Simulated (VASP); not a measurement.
Wanted: the native input for a VASP 6.6.1 run.

| Quantity | Value |
| --- | --- |
| Task | single point |
| Functional | PBE |
| Potentials or basis | VASP PAW PBE potentials, release 64 (As) |
| Cutoff | 520 eV |
| k mesh | 13 × 13 × 8 |
| Occupations | fermi-dirac, width 0.1 eV |
| Spin | no spin polarisation |
| Dipole correction | no |
| Further INCAR settings | ALGO = Normal; EDIFF = 1e-07; NBANDS = 12 |

The structure of As lies in POSCAR:

```
As
1.0
    3.0770374710      0.0000000000      0.0000000000
   -1.5385187355      2.6647926183      0.0000000000
    0.0000000000      0.0000000000      4.6958290275
As
2
Direct
    0.3333333333      0.6666666667      0.2500000000
    0.6666666667      0.3333333333      0.7500000000
```

One way to write it, as run:

INCAR

```
SYSTEM = As
  PREC = Accurate
  ENCUT = 520
  EDIFF = 1E-7
  ISMEAR = -1
  SIGMA = 0.1
  LREAL = .FALSE.
  LASPH = .TRUE.
  NELM = 60
  ALGO = Normal
  ISIF = 2
  LWAVE = .FALSE.
  LCHARG = .FALSE.
  GGA = PE
  NBANDS = 12
```

KPOINTS

```
Automatic mesh
0
G
  13 13 8
  0 0 0
```

Potentials or basis: VASP PAW PBE potentials, release 64 (As).

Command:

```bash
$ cat potpaw_PBE.64/As/POTCAR > POTCAR
$ mpirun -np 1 vasp_std > vasp.out
```

Results of the run:

```yaml
Pressure: 0.3 GPa
Band_gap_on_the_k_mesh: zero (band 5 reaches 10.51 eV, above the bottom of band 6 at 3.00 eV)
```

It took 27 s on 1 thread of Intel(R) Xeon(R) 6975P-C (Granite Rapids), on a shared host, peak memory 0.17 GiB.
